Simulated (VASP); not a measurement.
# LiF (Imm2) in VASP: notebook

LiF is run at these levels: PBE; tasks: single point.

Everything below comes from runs of VASP 6.6.1. Logs are shortened: lines on timing, memory, paths and dates and some standing lists are left out, and cuts for length are marked.

## (1) The cell of the first run

Symmetry: Imm2, No. 44, orthorhombic system. The conventional cell has a = 2.848 Å, b = 4.028 Å, c = 2.848 Å, α = 90.00°, β = 90.00°, γ = 90.00°. Li (site symmetry mm2) has 6 F at 1.98 to 2.05 Å within 2.6 Å. Within 2.6 Å of F (site symmetry mm2) lie 6 Li at 1.98 to 2.05 Å.

## (2) Single point, PBE

INCAR reads:

```
PREC = Accurate
ENCUT = 520
EDIFF = 1E-7
ISMEAR = 0
SIGMA = 0.05
LREAL = F
LASPH = T
NELM = 100
ALGO = Normal
ISIF = 2
LWAVE = F
LCHARG = T
GGA = PE
LELF = T
LVHAR = T
NBANDS = 12
```

KPOINTS reads:

```
Automatic mesh
0
Gamma
  10 10 10
```

POSCAR reads:

```
LiF
1.0
    0.0000000000      2.0140000000      2.0140000000
    2.0140000000      0.0000000000      2.0140000000
    2.0140000000      2.0140000000      0.0000000000
Li F
1 1
Direct
    0.0175547860      0.0000000000      0.0000000000
    0.5000000000      0.5000000000      0.5000000000
```

Potentials or basis: VASP PAW PBE potentials, release 64 (Li_sv, F).

Run with:

```bash
cat potpaw_PBE.64/Li_sv/POTCAR potpaw_PBE.64/F/POTCAR > POTCAR
mpirun -np 1 vasp_std > vasp.out
```

OUTCAR:

```text
PREC = Accurate
   ENCUT = 520
   EDIFF = 1E-7
   ISMEAR = 0
   LREAL = F
   LASPH = T
   NELM = 100
   ISIF = 2
   GGA = PE

 ion  position               nearest neighbor table
   1  0.018  0.000  0.000-   2 1.98   2 1.98   2 2.01   2 2.01   2 2.05   2 2.05
   2  0.500  0.500  0.500-   1 1.98   1 1.98   1 2.01   1 2.01   1 2.05   1 2.05

  LATTYP: Found a face centered cubic cell.
 ALAT       =     4.0280000000

  Lattice vectors:

 A1 = (   0.0000000000,   2.0140000000,   2.0140000000)
 A2 = (   2.0140000000,   0.0000000000,   2.0140000000)
 A3 = (   2.0140000000,   2.0140000000,   0.0000000000)

Analysis of symmetry for initial positions (statically):
=====================================================================
 Subroutine PRICEL returns:
 Original cell was already a primitive cell.

 Routine SETGRP: Setting up the symmetry group for a
 face centered cubic supercell.

 Subroutine GETGRP returns: Found  4 space group operations
 (whereof  4 operations were pure point group operations)
 out of a pool of 48 trial point group operations.

The static configuration has the point symmetry C_2v.

Analysis of symmetry for dynamics (positions and initial velocities):
=====================================================================
 Subroutine PRICEL returns:
 Original cell was already a primitive cell.

 Routine SETGRP: Setting up the symmetry group for a
 face centered cubic supercell.

 Subroutine GETGRP returns: Found  4 space group operations
 (whereof  4 operations were pure point group operations)
 out of a pool of 48 trial point group operations.

The dynamic configuration has the point symmetry C_2v.

 Subroutine INISYM returns: Found  4 space group operations
 (whereof  4 operations are pure point group operations),
 and found     1 'primitive' translations

----------------------------------------------------------------------------------------

                                     Primitive cell

  volume of cell :      16.3384

  direct lattice vectors                    reciprocal lattice vectors
     0.000000000  2.014000000  2.014000000    -0.248262165  0.248262165  0.248262165
     2.014000000  0.000000000  2.014000000     0.248262165 -0.248262165  0.248262165
     2.014000000  2.014000000  0.000000000     0.248262165  0.248262165 -0.248262165

  length of vectors
     2.848226115  2.848226115  2.848226115     0.430002683  0.430002683  0.430002683

  position of ions in fractional coordinates (direct lattice)
     0.017554786  0.000000000  0.000000000
     0.500000000  0.500000000  0.500000000

  ion indices of the primitive-cell ions
   primitive index   ion index
                 1           1
                 2           2

----------------------------------------------------------------------------------------

 KPOINTS: Automatic mesh

Automatic generation of k-mesh.
 Grid dimensions read from file:
 generate k-points for:   10   10   10

 Generating k-lattice:

  Cartesian coordinates                     Fractional coordinates (reciprocal lattice)
    -0.024826216  0.024826216  0.024826216     0.100000000  0.000000000  0.000000000
     0.024826216 -0.024826216  0.024826216     0.000000000  0.100000000  0.000000000
     0.024826216  0.024826216 -0.024826216     0.000000000  0.000000000  0.100000000

  Length of vectors
     0.043000268  0.043000268  0.043000268

  Shift w.r.t. Gamma in fractional coordinates (k-lattice)
     0.000000000  0.000000000  0.000000000

 Subroutine IBZKPT returns following result:
 ===========================================

 Found    171 irreducible k-points:

 Following reciprocal coordinates:
            Coordinates               Weight
  0.000000  0.000000  0.000000      1.000000
  0.100000  0.000000  0.000000      4.000000
  0.000000  0.100000  0.000000      4.000000
  0.200000  0.000000  0.000000      4.000000
  0.000000  0.200000  0.000000      4.000000
  0.300000  0.000000  0.000000      4.000000
[... 16 lines left out ...]
  0.000000  0.400000  0.100000      4.000000
  0.100000  0.000000  0.400000      8.000000
 [... further k-points ...]
   k-points           NKPTS =    171   k-points in BZ     NKDIM =    171   number of bands    NBANDS=     12
   number of dos      NEDOS =    301   number of ions     NIONS =      2
   total plane-waves  NPLWV =  13824
   dimension x,y,z NGX =    24 NGY =   24 NGZ =   24
   dimension x,y,z NGXF=    48 NGYF=   48 NGZF=   48
   ions per type =               1   1
   NGX,Y,Z   is equivalent  to a cutoff of  14.01, 14.01, 14.01 a.u.
   NGXF,Y,Z  is equivalent  to a cutoff of  28.02, 28.02, 28.02 a.u.
 SYSTEM =  unknown system
   PREC   = accura    normal or accurate (medium, high low for compatibility)
   ISTART =      0    job   : 0-new  1-cont  2-samecut
   ICHARG =      2    charge: 1-file 2-atom 10-const
   ISPIN  =      1    spin polarized calculation?
   LNONCOLLINEAR =      F non collinear calculations
   LSORBIT =      F    spin-orbit coupling
   LASPH  =      T    aspherical Exc in radial PAW
   ENCUT  =  520.0 eV  38.22 Ry    6.18 a.u.   5.30  5.30  5.30*2*pi/ulx,y,z
   NELM   =    100;   NELMIN=  2; NELMDL= -5     # of ELM steps
   EDIFF  = 0.1E-06   stopping-criterion for ELM
   LREAL  =      F    real-space projection
   EDIFFG = 0.1E-05   stopping-criterion for IOM
   NSW    =      0    number of steps for IOM
   IBRION =     -1    ionic relax: 0-MD 1-quasi-New 2-CG
   NFREE  =      0    steps in history (QN), initial steepest desc. (CG)
   ISIF   =      2    stress and relaxation
   ISYM   =      2    0-nonsym 1-usesym 2-fastsym
   POTIM  = 0.5000    time-step for ionic-motion
   TEBEG  =    0.0;   TEEND  =   0.0 temperature during run
   PSTRESS=    0.0 pullay stress
   NELECT =      10.0000    total number of electrons
   NUPDOWN=      -1.0000    fix difference up-down
   EMIN   =  10.00;   EMAX   =-10.00  energy-range for DOS
   EFERMI =   0.00;   METHOD = LEGACY
   ISMEAR =     0;   SIGMA  =   0.05  broadening in eV -4-tet -1-fermi 0-gaus
   EFERMI_NEDOS =   21; number of points for ismear=-14 and -15
   IALGO  =     38    algorithm
   IMIX   =      4    mixing-type and parameters
     AMIX     =   0.40;   BMIX     =  1.00
     AMIX_MAG =   1.60;   BMIX_MAG =  1.00
  volume/ion in A,a.u.               =       8.17        55.13
  Fermi-wavevector in a.u.,A,eV,Ry     =   1.389970  2.626662 26.286674  1.932016
  Thomas-Fermi vector in A             =   2.513950
   LORBIT       =      0    0 simple, 1 ext, 2 COOP (PROOUT), +10 PAW based schemes
   GGA     = PE    functional components
   LHFCALC =     F    Hartree Fock is set to
   AEXX    =    0.0000 exact exchange contribution
   IVDW    =     0    specifies the selected vdW correction
   LEPSILON=     F    determine dielectric tensor
   LRPA    =     F    only Hartree local field effects (RPA)
 non-spin polarized calculation
 Gauss-broadening in eV      SIGMA  =   0.05
  energy-cutoff  :      520.00
  volume of cell :       16.34
 maximum number of plane-waves:       459
 NGX is ok and might be reduce to    24
   NGX = 11   NGY = 11   NGZ = 11

 number of electron      10.0000000 magnetization

 number of electron       9.9999994 magnetization

 Free energy of the ion-electron system (eV)
  ---------------------------------------------------
  ext. energy  EPLUGINS =         0.00000000
  ---------------------------------------------------
  free energy    TOTEN  =        -9.63545410 eV

  energy without entropy =       -9.63545410  energy(sigma->0) =       -9.63545410

 E-fermi :  -0.5997     XC(G=0):  -9.9814

 val. band max:       -1.0187906315   @ k =   0.0000   0.0000   0.0000
 cond. band min:       8.0645574528   @ k =   0.0000   0.0000   0.0000
 fundamental gap:      9.0833480843
 Fermi energy:        -0.5996875104

 k-point     1 :       0.0000    0.0000    0.0000
  band No.  band energies     occupation
      1     -41.9367      2.00000
      2     -20.9945      2.00000
      3      -1.0236      2.00000
      4      -1.0190      2.00000
      5      -1.0188      2.00000
      6       8.0646      0.00000
      7      22.7592      0.00000
      8      22.7693      0.00000
      9      22.9541      0.00000
     10      23.3050      0.00000
     11      23.5045      0.00000
     12      23.5055      0.00000

 k-point     2 :       0.1000    0.0000    0.0000
  band No.  band energies     occupation
      1     -41.9309      2.00000
      2     -20.9548      2.00000
      3      -1.3069      2.00000
      4      -1.0466      2.00000
      5      -1.0418      2.00000
      6       8.3589      0.00000
      7      20.2513      0.00000
      8      21.6721      0.00000
      9      21.6989      0.00000
     10      24.2930      0.00000
     11      24.3505      0.00000
     12      24.5090      0.00000

 k-point     3 :       0.0000    0.1000    0.0000
  band No.  band energies     occupation
      1     -41.9309      2.00000
      2     -20.9549      2.00000
      3      -1.3098      2.00000
      4      -1.0436      2.00000
      5      -1.0414      2.00000
      6       8.3583      0.00000
      7      20.2577      0.00000
      8      21.6791      0.00000
      9      21.6973      0.00000
     10      24.2012      0.00000
     11      24.3678      0.00000
     12      24.5733      0.00000

 k-point     4 :       0.2000    0.0000    0.0000
  band No.  band energies     occupation
      1     -41.9163      2.00000
      2     -20.8505      2.00000
      3      -1.9966      2.00000
      4      -1.1056      2.00000
      5      -1.1009      2.00000
      6       9.0118      0.00000
      7      17.7959      0.00000
      8      20.1967      0.00000
      9      20.2079      0.00000
     10      25.3507      0.00000
     11      25.6985      0.00000
     12      25.7419      0.00000

 k-point     5 :       0.0000    0.2000    0.0000
  band No.  band energies     occupation
      1     -41.9163      2.00000
      2     -20.8508      2.00000
      3      -1.9980      2.00000
      4      -1.1028      2.00000
      5      -1.1010      2.00000
      6       9.0099      0.00000
      7      17.7996      0.00000
      8      20.2034      0.00000
      9      20.2151      0.00000
     10      25.2912      0.00000
     11      25.6959      0.00000
     12      25.7815      0.00000
[... 228 lines left out ...]
      1     -41.9008      2.00000
      2     -20.7283      2.00000
      3      -2.5436      2.00000
      4      -1.3110      2.00000
      5      -1.2523      2.00000
      6       9.7481      0.00000
      7      16.5423      0.00000
      8      19.0962      0.00000
      9      19.2619      0.00000
     10      23.8556      0.00000
     11      28.4354      0.00000
     12      28.7008      0.00000

 k-point    22 :       0.4000    0.1000    0.0000
  band No.  band energies     occupation
      1     -41.8851      2.00000
      2     -20.6045      2.00000
      3      -3.1595      2.00000
      4      -1.3824      2.00000
      5      -1.3475      2.00000
      6      10.1202      0.00000
      7      15.6652      0.00000
      8      18.2479      0.00000
      9      18.5060      0.00000
     10      25.6826      0.00000
     11      29.7714      0.00000
     12      29.9712      0.00000

 k-point    23 :       0.0000    0.4000    0.1000
  band No.  band energies     occupation
      1     -41.8851      2.00000
      2     -20.6052      2.00000
      3      -3.1592      2.00000
      4      -1.3824      2.00000
      5      -1.3463      2.00000
      6      10.1199      0.00000
      7      15.6686      0.00000
      8      18.1631      0.00000
      9      18.6043      0.00000
     10      25.6667      0.00000
     11      29.7758      0.00000
     12      29.9572      0.00000

 k-point    24 :       0.1000    0.0000    0.4000
  band No.  band energies     occupation
      1     -41.8850      2.00000
      2     -20.6055      2.00000
      3      -3.1585      2.00000
      4      -1.3807      2.00000
      5      -1.3480      2.00000
      6      10.1207      0.00000
      7      15.6544      0.00000
      8      18.2640      0.00000
      9      18.5153      0.00000
     10      25.6814      0.00000
     11      29.7479      0.00000
     12      29.9557      0.00000

 [... further k-points ...]
[... 5 lines left out ...]
  --------------------------------------------------------------------------------------
  -------------------------------------------------------------------------------------
  Total        0.1680358      0.1874757      0.1874757      0.0000000     -0.0021232      0.0000000
  in kB       16.4779832     18.3843042     18.3843042      0.0000000     -0.2082102      0.0000000
  external PRESSURE =      17.7488638 kB  Pullay stress =       0.0000000 kB

 VOLUME and BASIS-vectors are now :
 -----------------------------------------------------------------------------
  energy-cutoff  :      520.00
  volume of cell :       16.34
      direct lattice vectors                 reciprocal lattice vectors
     0.000000000  2.014000000  2.014000000    -0.248262165  0.248262165  0.248262165
     2.014000000  0.000000000  2.014000000     0.248262165 -0.248262165  0.248262165
     2.014000000  2.014000000  0.000000000     0.248262165  0.248262165 -0.248262165

 POSITION                                       TOTAL-FORCE (eV/Angst)
 -----------------------------------------------------------------------------------
      0.00000      0.03536      0.03536         0.000000     -0.059539     -0.059539
      2.01400      2.01400      2.01400        -0.000000      0.059539      0.059539
 -----------------------------------------------------------------------------------
    total drift:                                0.000001     -0.000230     -0.000230

  FREE ENERGIE OF THE ION-ELECTRON SYSTEM (eV)
  ---------------------------------------------------
  free  energy   TOTEN  =        -9.6354541044 eV

  energy  without entropy=       -9.6354541044  energy(sigma->0) =       -9.63545410
```

Run time: 11 s. Hardware: 1 thread of Intel Xeon 6975P-C (Granite Rapids), shared host; peak memory 0.15 GiB.

Results:

```
Free energy            : -9.6355 eV
Largest force          : 0.084 eV/Å
Band gap on the k mesh : 9.08 eV, direct
```

Forces on the atoms (eV/Å):
```
Li   0.000 -0.060 -0.060
F    0.000  0.060  0.060
```

Levels at points of the mesh, in eV from the valence-band top:
```
           k point  band 1  band 2  band 3  band 4  band 5  band 6  band 7  band 8  band 9  band 10
(0.00, 0.00, 0.00)  -40.92  -19.98    0.00    0.00    0.00    9.08   23.78   23.79   23.97    24.32
(0.50, 0.00, 0.00)  -40.86  -19.54   -2.52   -0.23   -0.23   10.78   16.73   18.90   18.91    30.36
(0.00, 0.50, 0.00)  -40.86  -19.54   -2.52   -0.23   -0.23   10.78   16.71   18.91   18.94    30.35
(0.50, 0.50, 0.00)  -40.84  -19.28   -3.00   -1.00   -1.00   14.80   16.46   17.43   20.25    20.29
(0.00, 0.50, 0.50)  -40.84  -19.28   -3.01   -1.00   -0.99   14.81   16.45   17.39   20.25    20.35
```

Caveat: the cell differs from its parent crystal (all Li atoms moved -0.050 Å, as atom 1 towards its neighbour atom 1 (Li) at 2.848 Å); the cutoff is under 1.25 times the usual one of these potentials, so pressure, stress and relaxed cells hold a basis-set (Pulay) error.

(Continued in part 2 of 3.)
